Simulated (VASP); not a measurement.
# GaP in VASP: notebook

Runs on GaP. Level: PBE. Tasks: single point.

Program: VASP 6.6.1. These are calculated values, not measurements. Logs are shortened: lines on timing, memory, paths and dates and some standing lists are left out, and cuts for length are marked.

### 1 The cell of the first run

It takes space group Cmmm (No. 65, orthorhombic). The conventional cell has a = 3.617 Å, b = 3.760 Å, c = 5.087 Å, α = 90.00°, β = 90.00°, γ = 90.00°. Within 3.4 Å of Ga (site symmetry mmm) lie 4 Ga at 2.61 Å and 8 P at 3.12 to 3.16 Å. P (site symmetry mmm) has 4 P at 2.61 Å and 8 Ga at 3.12 to 3.16 Å within 3.4 Å.

### 2 Single point, PBE

File INCAR:

```
PREC     = Accurate       # precision mode
ENCUT    = 500            # plane-wave cutoff, eV
EDIFF    = 1E-6           # SCF threshold, eV
ISMEAR   = 0              # smearing method
SIGMA    = 0.2            # smearing width, eV
LREAL    = F              # projectors in reciprocal space
LASPH    = T              # aspherical terms in the spheres
NELM     = 120            # most SCF steps
ALGO     = Normal         # electronic algorithm
ISIF     = 2              # what is computed and relaxed
LWAVE    = F              # write WAVECAR
LCHARG   = T              # write CHGCAR
GGA      = PE             # functional
LELF     = T              # ELF
LVHAR    = T            
NBANDS   = 16             # bands
GGA_COMPAT= F
```

File KPOINTS:

```
regular mesh
0
Gamma
  8 8 3
```

File POSCAR:

```
GaP
1.0
    1.8086872755     -1.8799679271      0.0000000000
    1.8086872755      1.8799679271      0.0000000000
    0.0000000000      0.0000000000      5.0866731089
Ga P
1 1
Direct
    0.5000000000      0.5000000000      0.5000000000
    0.0000000000      0.0000000000      0.0000000000
```

Potentials or basis: VASP PAW PBE potentials, release 64 (Ga_d, P).

The run is started by

```sh
$ cat potpaw_PBE.64/Ga_d/POTCAR potpaw_PBE.64/P/POTCAR > POTCAR
$ mpirun -np 1 vasp_std > vasp.out
```

OUTCAR:

```text
PREC = Accurate
   ENCUT = 500
   EDIFF = 1E-6
   ISMEAR = 0
   LREAL = F
   LASPH = T
   NELM = 120
   ISIF = 2
   GGA = PE

 ion  position               nearest neighbor table
   1  0.500  0.500  0.500-
   2  0.000  0.000  0.000-

  LATTYP: Found a base centered orthorhombic cell.
 ALAT       =     3.6173745510
 B/A-ratio  =     1.0394101582
 C/A-ratio  =     1.4061781652

  Lattice vectors:

 A1 = (   1.8086872755,  -1.8799679271,   0.0000000000)
 A2 = (   1.8086872755,   1.8799679271,   0.0000000000)
 A3 = (   0.0000000000,   0.0000000000,   5.0866731089)

Analysis of symmetry for initial positions (statically):
=====================================================================
 Subroutine PRICEL returns:
 Original cell was already a primitive cell.

 Routine SETGRP: Setting up the symmetry group for a
 base centered orthorhombic supercell.

 Subroutine GETGRP returns: Found  8 space group operations
 (whereof  8 operations were pure point group operations)
 out of a pool of  8 trial point group operations.

The static configuration has the point symmetry D_2h.

Analysis of symmetry for dynamics (positions and initial velocities):
=====================================================================
 Subroutine PRICEL returns:
 Original cell was already a primitive cell.

 Routine SETGRP: Setting up the symmetry group for a
 base centered orthorhombic supercell.

 Subroutine GETGRP returns: Found  8 space group operations
 (whereof  8 operations were pure point group operations)
 out of a pool of  8 trial point group operations.

The dynamic configuration has the point symmetry D_2h.

 Subroutine INISYM returns: Found  8 space group operations
 (whereof  8 operations are pure point group operations),
 and found     1 'primitive' translations

----------------------------------------------------------------------------------------

                                     Primitive cell

  volume of cell :      34.5922

  direct lattice vectors                    reciprocal lattice vectors
     1.808687276 -1.879967927  0.000000000     0.276443588 -0.265961984  0.000000000
     1.808687276  1.879967927  0.000000000     0.276443588  0.265961984  0.000000000
     0.000000000  0.000000000  5.086673109     0.000000000  0.000000000  0.196592149

  length of vectors
     2.608760063  2.608760063  5.086673109     0.383610264  0.383610264  0.196592149

  position of ions in fractional coordinates (direct lattice)
     0.500000000  0.500000000  0.500000000
     0.000000000  0.000000000  0.000000000

  ion indices of the primitive-cell ions
   primitive index   ion index
                 1           1
                 2           2

----------------------------------------------------------------------------------------

 KPOINTS: regular mesh

Automatic generation of k-mesh.
 Grid dimensions read from file:
 generate k-points for:    8    8    3

 Generating k-lattice:

  Cartesian coordinates                     Fractional coordinates (reciprocal lattice)
     0.034555448 -0.033245248  0.000000000     0.125000000  0.000000000  0.000000000
     0.034555448  0.033245248  0.000000000     0.000000000  0.125000000  0.000000000
     0.000000000  0.000000000  0.065530716     0.000000000  0.000000000  0.333333333

  Length of vectors
     0.047951283  0.047951283  0.065530716

  Shift w.r.t. Gamma in fractional coordinates (k-lattice)
     0.000000000  0.000000000  0.000000000

 Subroutine IBZKPT returns following result:
 ===========================================

 Found     42 irreducible k-points:

 Following reciprocal coordinates:
            Coordinates               Weight
  0.000000  0.000000  0.000000      1.000000
  0.125000 -0.000000  0.000000      4.000000
  0.250000 -0.000000  0.000000      4.000000
  0.375000 -0.000000  0.000000      4.000000
  0.500000 -0.000000  0.000000      2.000000
  0.125000  0.125000  0.000000      2.000000
[... 16 lines left out ...]
  0.125000 -0.000000  0.333333      8.000000
  0.250000 -0.000000  0.333333      8.000000
 [... further k-points ...]
   k-points           NKPTS =     42   k-points in BZ     NKDIM =     42   number of bands    NBANDS=     16
   number of dos      NEDOS =    301   number of ions     NIONS =      2
   total plane-waves  NPLWV =  16000
   dimension x,y,z NGX =    20 NGY =   20 NGZ =   40
   dimension x,y,z NGXF=    40 NGYF=   40 NGZF=   80
   ions per type =               1   1
   NGX,Y,Z   is equivalent  to a cutoff of  12.75, 12.75, 13.07 a.u.
   NGXF,Y,Z  is equivalent  to a cutoff of  25.49, 25.49, 26.15 a.u.
 SYSTEM =  unknown system
   PREC   = accura    normal or accurate (medium, high low for compatibility)
   ISTART =      0    job   : 0-new  1-cont  2-samecut
   ICHARG =      2    charge: 1-file 2-atom 10-const
   ISPIN  =      1    spin polarized calculation?
   LNONCOLLINEAR =      F non collinear calculations
   LSORBIT =      F    spin-orbit coupling
   LASPH  =      T    aspherical Exc in radial PAW
   ENCUT  =  500.0 eV  36.75 Ry    6.06 a.u.   4.76  4.76  9.27*2*pi/ulx,y,z
   NELM   =    120;   NELMIN=  2; NELMDL= -5     # of ELM steps
   EDIFF  = 0.1E-05   stopping-criterion for ELM
   LREAL  =      F    real-space projection
   EDIFFG = 0.1E-04   stopping-criterion for IOM
   NSW    =      0    number of steps for IOM
   IBRION =     -1    ionic relax: 0-MD 1-quasi-New 2-CG
   NFREE  =      0    steps in history (QN), initial steepest desc. (CG)
   ISIF   =      2    stress and relaxation
   ISYM   =      2    0-nonsym 1-usesym 2-fastsym
   POTIM  = 0.5000    time-step for ionic-motion
   TEBEG  =    0.0;   TEEND  =   0.0 temperature during run
   PSTRESS=    0.0 pullay stress
   NELECT =      18.0000    total number of electrons
   NUPDOWN=      -1.0000    fix difference up-down
   EMIN   =  10.00;   EMAX   =-10.00  energy-range for DOS
   EFERMI =   0.00;   METHOD = LEGACY
   ISMEAR =     0;   SIGMA  =   0.20  broadening in eV -4-tet -1-fermi 0-gaus
   EFERMI_NEDOS =   21; number of points for ismear=-14 and -15
   IALGO  =     38    algorithm
   IMIX   =      4    mixing-type and parameters
     AMIX     =   0.40;   BMIX     =  1.00
     AMIX_MAG =   1.60;   BMIX_MAG =  1.00
  volume/ion in A,a.u.               =      17.30       116.72
  Fermi-wavevector in a.u.,A,eV,Ry     =   1.316759  2.488314 23.590533  1.733855
  Thomas-Fermi vector in A             =   2.446849
   LORBIT       =      0    0 simple, 1 ext, 2 COOP (PROOUT), +10 PAW based schemes
   GGA     = PE    functional components
   LHFCALC =     F    Hartree Fock is set to
   AEXX    =    0.0000 exact exchange contribution
   IVDW    =     0    specifies the selected vdW correction
   LEPSILON=     F    determine dielectric tensor
   LRPA    =     F    only Hartree local field effects (RPA)
 non-spin polarized calculation
 Gauss-broadening in eV      SIGMA  =   0.20
  energy-cutoff  :      500.00
  volume of cell :       34.59
 maximum number of plane-waves:       889
   NGX =  9   NGY =  9   NGZ = 19

 number of electron      17.9999991 magnetization

 Free energy of the ion-electron system (eV)
  ---------------------------------------------------
  ext. energy  EPLUGINS =         0.00000000
  ---------------------------------------------------
  free energy    TOTEN  =        -7.69289724 eV

  energy without entropy =       -7.68361527  energy(sigma->0) =       -7.68825626

 E-fermi :   7.0042     XC(G=0): -11.0331

 val. band max:        6.9589871875   @ k =   0.2500   0.2500   0.3333
 cond. band min:       7.0053629794   @ k =   0.5000   0.5000   0.0000
 fundamental gap:      0.0463757919
 Fermi energy:         7.0041638196

 k-point     1 :       0.0000    0.0000    0.0000
  band No.  band energies     occupation
      1      -8.4728      2.00000
      2      -8.2988      2.00000
      3      -7.9304      2.00000
      4      -7.9194      2.00000
      5      -7.8074      2.00000
      6      -6.9883      2.00000
[... 8 lines left out ...]
     15      18.8671      0.00000
     16      19.3673      0.00000

 k-point     2 :       0.1250   -0.0000    0.0000
  band No.  band energies     occupation
      1      -8.4289      2.00000
      2      -8.2549      2.00000
      3      -7.9688      2.00000
      4      -7.9210      2.00000
      5      -7.8347      2.00000
      6      -6.6699      2.00000
[... 8 lines left out ...]
     15      19.1341      0.00000
     16      19.1750      0.00000

 k-point     3 :       0.2500   -0.0000    0.0000
  band No.  band energies     occupation
      1      -8.3688      2.00000
      2      -8.1099      2.00000
      3      -8.0696      2.00000
      4      -7.9134      2.00000
      5      -7.8996      2.00000
      6      -5.7281      2.00000
[... 8 lines left out ...]
     15      19.8406      0.00000
     16      20.0501      0.00000

 k-point     4 :       0.3750   -0.0000    0.0000
  band No.  band energies     occupation
      1      -8.3352      2.00000
      2      -8.1662      2.00000
      3      -7.9694      2.00000
      4      -7.9397      2.00000
      5      -7.9055      2.00000
      6      -4.2594      2.00000
[... 8 lines left out ...]
     15      20.6841      0.00000
     16      21.3022      0.00000

 k-point     5 :       0.5000   -0.0000    0.0000
  band No.  band energies     occupation
      1      -8.3240      2.00000
      2      -8.2050      2.00000
      3      -7.9915      2.00000
      4      -7.9022      2.00000
      5      -7.8750      2.00000
      6      -3.0692      2.00000
[... 8 lines left out ...]
     15      20.4216      0.00000
     16      20.6812      0.00000

 k-point     6 :       0.1250    0.1250    0.0000
  band No.  band energies     occupation
      1      -8.3701      2.00000
      2      -8.2261      2.00000
      3      -7.9770      2.00000
      4      -7.9523      2.00000
      5      -7.8642      2.00000
      6      -6.3278      2.00000
[... 8 lines left out ...]
     15      18.8484      0.00000
     16      18.8498      0.00000

 k-point     7 :       0.2500    0.1250    0.0000
  band No.  band energies     occupation
      1      -8.2884      2.00000
      2      -8.1012      2.00000
      3      -8.0656      2.00000
      4      -7.9527      2.00000
      5      -7.9372      2.00000
      6      -5.3656      2.00000
[... 8 lines left out ...]
     15      19.3291      0.00000
     16      20.3297      0.00000

 k-point     8 :       0.3750    0.1250    0.0000
  band No.  band energies     occupation
      1      -8.2534      2.00000
      2      -8.1587      2.00000
      3      -8.0101      2.00000
      4      -7.9433      2.00000
      5      -7.9353      2.00000
      6      -3.8846      2.00000
[... 8 lines left out ...]
     15      19.5567      0.00000
     16      20.6152      0.00000

 k-point     9 :       0.5000    0.1250    0.0000
  band No.  band energies     occupation
      1      -8.2409      2.00000
      2      -8.1959      2.00000
      3      -8.0437      2.00000
      4      -7.9386      2.00000
      5      -7.8638      2.00000
      6      -2.7527      2.00000
[... 8 lines left out ...]
     15      19.9890      0.00000
     16      20.5392      0.00000
[... 172 lines left out ...]
 k-point    19 :       0.5000    0.3750    0.0000
  band No.  band energies     occupation
      1      -8.2818      2.00000
      2      -8.1527      2.00000
      3      -8.1085      2.00000
      4      -7.9417      2.00000
      5      -7.7025      2.00000
      6      -0.3443      2.00000
[... 8 lines left out ...]
     15      14.4443      0.00000
     16      14.8217      0.00000

 k-point    20 :      -0.3750    0.3750    0.0000
  band No.  band energies     occupation
      1      -8.2416      2.00000
      2      -8.1266      2.00000
      3      -8.1065      2.00000
      4      -7.9597      2.00000
      5      -7.7743      2.00000
      6      -1.7075      2.00000
[... 8 lines left out ...]
     15      14.1884      0.00000
     16      16.1982      0.00000

 k-point    21 :       0.5000    0.5000    0.0000
  band No.  band energies     occupation
      1      -8.3278      2.00000
      2      -8.1491      2.00000
      3      -8.1372      2.00000
      4      -7.9171      2.00000
      5      -7.6319      2.00000
      6       1.0026      2.00000
[... 8 lines left out ...]
     15      12.9374      0.00000
     16      13.1661      0.00000

 k-point    22 :       0.0000    0.0000    0.3333
  band No.  band energies     occupation
      1      -8.4727      2.00000
      2      -8.2876      2.00000
      3      -7.9306      2.00000
      4      -7.9196      2.00000
      5      -7.8074      2.00000
      6      -6.7057      2.00000
[... 8 lines left out ...]
     15      17.8769      0.00000
     16      20.8442      0.00000

 k-point    23 :       0.1250   -0.0000    0.3333
  band No.  band energies     occupation
      1      -8.4287      2.00000
      2      -8.2440      2.00000
      3      -7.9769      2.00000
      4      -7.9212      2.00000
      5      -7.8347      2.00000
      6      -6.3802      2.00000
[... 8 lines left out ...]
     15      19.0313      0.00000
     16      20.5601      0.00000

 k-point    24 :       0.2500   -0.0000    0.3333
  band No.  band energies     occupation
      1      -8.3683      2.00000
      2      -8.1018      2.00000
      3      -8.0822      2.00000
      4      -7.9136      2.00000
      5      -7.8996      2.00000
      6      -5.4413      2.00000
[... 8 lines left out ...]
     15      19.1770      0.00000
     16      21.5817      0.00000

 [... further k-points ...]
[... 5 lines left out ...]
  --------------------------------------------------------------------------------------
  -------------------------------------------------------------------------------------
  Total        0.1050887      0.0472238     -0.0219866     -0.0000000      0.0000000      0.0000000
  in kB        4.8673063      2.1872249     -1.0183351     -0.0000000      0.0000000      0.0000000
  external PRESSURE =       2.0120654 kB  Pullay stress =       0.0000000 kB

 VOLUME and BASIS-vectors are now :
 -----------------------------------------------------------------------------
  energy-cutoff  :      500.00
  volume of cell :       34.59
      direct lattice vectors                 reciprocal lattice vectors
     1.808687276 -1.879967927  0.000000000     0.276443588 -0.265961984  0.000000000
     1.808687276  1.879967927  0.000000000     0.276443588  0.265961984  0.000000000
     0.000000000  0.000000000  5.086673109     0.000000000  0.000000000  0.196592149

 POSITION                                       TOTAL-FORCE (eV/Angst)
 -----------------------------------------------------------------------------------
      1.80869      0.00000      2.54334        -0.000000      0.000000      0.000000
      0.00000      0.00000      0.00000         0.000000      0.000000      0.000000
 -----------------------------------------------------------------------------------
    total drift:                                0.000000      0.000000      0.000000

  FREE ENERGIE OF THE ION-ELECTRON SYSTEM (eV)
  ---------------------------------------------------
  free  energy   TOTEN  =        -7.6928972416 eV

  energy  without entropy=       -7.6836152723  energy(sigma->0) =       -7.68825626
```

Run time: 10 s. Hardware: 1 thread of Intel Xeon 6975P-C (Granite Rapids), shared host; peak memory 0.15 GiB.

Results:

- Free energy: -7.6929 eV
- Pressure: 0.2 GPa
- Band gap on the k mesh: zero (band 9 reaches 11.48 eV, above the bottom of band 10 at 5.28 eV)

Caveat: the k points lie up to 0.41 Å⁻¹ apart.

### 3 Single point, PBE

This run uses another cell than the first one, of 17.37 Å³/atom, 1.005 times its volume.

File INCAR:

```
SYSTEM = GaP
ALGO     = Normal         ! electronic algorithm
EDIFF    = 1E-6           ! SCF threshold, eV
ENCUT    = 500            ! plane-wave cutoff, eV
GGA      = PE             ! functional
GGA_COMPAT= .False.      
ISIF     = 2              ! what is computed and relaxed
ISMEAR   = 0              ! smearing method
LASPH    = .True.         ! aspherical terms in the spheres
LCHARG   = .True.         ! write CHGCAR
LELF     = .True.         ! ELF
LREAL    = .False.        ! projectors in reciprocal space
LVHAR    = .True.       
LWAVE    = .False.        ! write WAVECAR
NBANDS   = 16             ! bands
NELM     = 120            ! most SCF steps
PREC     = Accurate       ! precision mode
SIGMA    = 0.2            ! smearing width, eV
```

File KPOINTS:

```
k-points
0
Gamma
  7 7 4
  0 0 0
```

File POSCAR:

```
GaP
1.0
    2.5655057709      0.0000000000      0.0000000000
    0.0000000000      2.5655057709      0.0000000000
    0.0000000000      0.0000000000      5.2795933967
Ga P
1 1
Direct
    0.0000000000      0.0000000000      0.9218069973
    0.0000000000      0.0000000000      0.4224963027
```

Potentials or basis: VASP PAW PBE potentials, release 64 (Ga_d, P).

The run is started by

```sh
$ cat potpaw_PBE.64/Ga_d/POTCAR potpaw_PBE.64/P/POTCAR > POTCAR
$ mpirun -np 1 vasp_std > vasp.out
```

It took 24 s on 1 thread of AMD EPYC 7R13, shared host; peak memory 0.12 GiB.

The run converged. Its results:

* Free energy: -7.9710 eV
* Pressure: -0.2 GPa
* Largest force: 0.010 eV/Å
* Band gap on the k mesh: zero (band 9 reaches 11.79 eV, above the bottom of band 10 at 5.76 eV)

Forces in eV/Å, atoms in the order of the input:
```
Ga   0.000  0.000  0.010
P    0.000  0.000 -0.010
```

Stress tensor (GPa, compression positive):
```
-0.03  0.00  0.00
 0.00 -0.03  0.00
 0.00  0.00 -0.46
```

Levels at points of the mesh, in eV from the Fermi level:
```tsv
k point	band 5	band 6	band 7	band 8	band 9	band 10	band 11	band 12	band 13	band 14
(0.00, 0.00, 0.00)	-14.33	-13.78	-8.26	-6.02	5.31	5.31	6.46	8.01	9.26	12.73
(0.00, 0.00, 0.50)	-14.33	-13.54	-10.16	-1.32	0.06	5.41	5.41	8.06	11.62	11.62
```
